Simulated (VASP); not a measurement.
Set up this calculation in VASP 6.6.1, as the native input.

- Task: relaxation of the atoms
- Functional: PBE
- Potentials or basis: VASP PAW PBE potentials, release 64 (Nb_sv, N)
- Cutoff: 520 eV
- k mesh: 9 × 9 × 1
- Occupations: gaussian, width 0.1 eV
- Spin: no spin polarisation
- Dipole correction: yes
- Atoms held fixed (from 0): [0, 1, 2]
- Further INCAR settings: ALGO = Normal; EDIFF = 1e-07; NELMDL = -8; IBRION = 2; EDIFFG = -0.025; NSW = 36
- Atoms held along some axes (from 0): atom 3 along a and b

The structure of Nb3N lies in POSCAR:

```
Nb3N
1.0
    2.9829001615      0.0000000000      0.0000000000
    0.0000000000      2.9829001615      0.0000000000
    0.0000000000      0.0000000000     19.7446861459
Nb N
3 1
Selective dynamics
Direct
    0.5000000000      0.5000000000      0.2025861526  F F F
    0.0000000000      0.0000000000      0.3100743693  F F F
    0.5000000000      0.5000000000      0.4175648114  F F F
    1.0000000000      1.0000000000      0.4449139420  F F T
```

The input as run:

INCAR

```
ALGO     = Normal         # electronic algorithm
DIPOL    = 0.5 0.5 0.344
EDIFF    = 1E-7           # SCF threshold, eV
EDIFFG   = -0.025         # ionic threshold
ENCUT    = 520            # plane-wave cutoff, eV
GGA      = PE             # functional
GGA_COMPAT= F            
IBRION   = 2              # ionic algorithm
IDIPOL   = 3            
ISIF     = 2              # what is computed and relaxed
ISMEAR   = 0              # smearing method
LASPH    = T              # aspherical terms in the spheres
LCHARG   = F              # write CHGCAR
LDIPOL   = T            
LREAL    = F              # projectors in reciprocal space
LWAVE    = F              # write WAVECAR
NELM     = 120            # most SCF steps
NELMDL   = -8           
NELMIN   = 4            
NSW      = 36             # ionic steps
PREC     = Accurate       # precision mode
SIGMA    = 0.1            # smearing width, eV
```

KPOINTS

```
k-points
0
Gamma
  9 9 1
```

Potentials or basis: VASP PAW PBE potentials, release 64 (Nb_sv, N).

Command:

```sh
$ cat potpaw_PBE.64/Nb_sv/POTCAR potpaw_PBE.64/N/POTCAR > POTCAR
$ mpirun -np 1 vasp_std > vasp.out
```

It gave:

| Property | Result |
| --- | --- |
| Energy gained by relaxing | 56.8 meV/atom |
| Ionic steps | 4 |
| Band gap on the k mesh | zero (bands 22 and 23 overlap by 0.31 eV) |

Run time: 9.9 min on 1 thread of AMD EPYC 7R43 64-Core Processor (Zen 3), with other jobs on the host, peak memory 0.27 GiB.
